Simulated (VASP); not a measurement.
Runs of VASP 6.6.1 on GaAs. The structure is that of space group F-43m (No. 216), or close to it. The cells are those of the table. 

```csv
level,cell,smearing,gap on the mesh (eV),pressure (GPa)
PBE,"a = 3.900 Å, angles 60.0°, 2 atoms",fermi-dirac 0.02 eV,(a),10.1
r2SCAN,"a = 3.900 Å, angles 60.0°, 2 atoms",gaussian 0.01 eV,1.59,7.2
r2SCAN,"a = 3.952, b = 3.952, c = 3.897 Å, angles 60.5, 60.5, 59.1°, 2 atoms",gaussian 0.01 eV,1.33,4.7
PBE,"a = 3.952, b = 3.952, c = 3.897 Å, angles 60.5, 60.5, 59.1°, 2 atoms",fermi-dirac 0.02 eV,(b),(c)
```

Alike in all rows: task single point; potentials or basis VASP PAW PBE potentials, release 64 (Ga_d, As); no spin polarisation; k mesh 8 × 8 × 8; cutoff (eV) 520.

Fill in the values left out.

(a) 1.09; (b) 0.83; (c) 7.6.

Caveats: the PAW data sets were made with another functional, which shifts forces and pressure a little (some runs).

A k mesh can miss the band edges, and the runs leave out spin-orbit coupling on As, Ga.
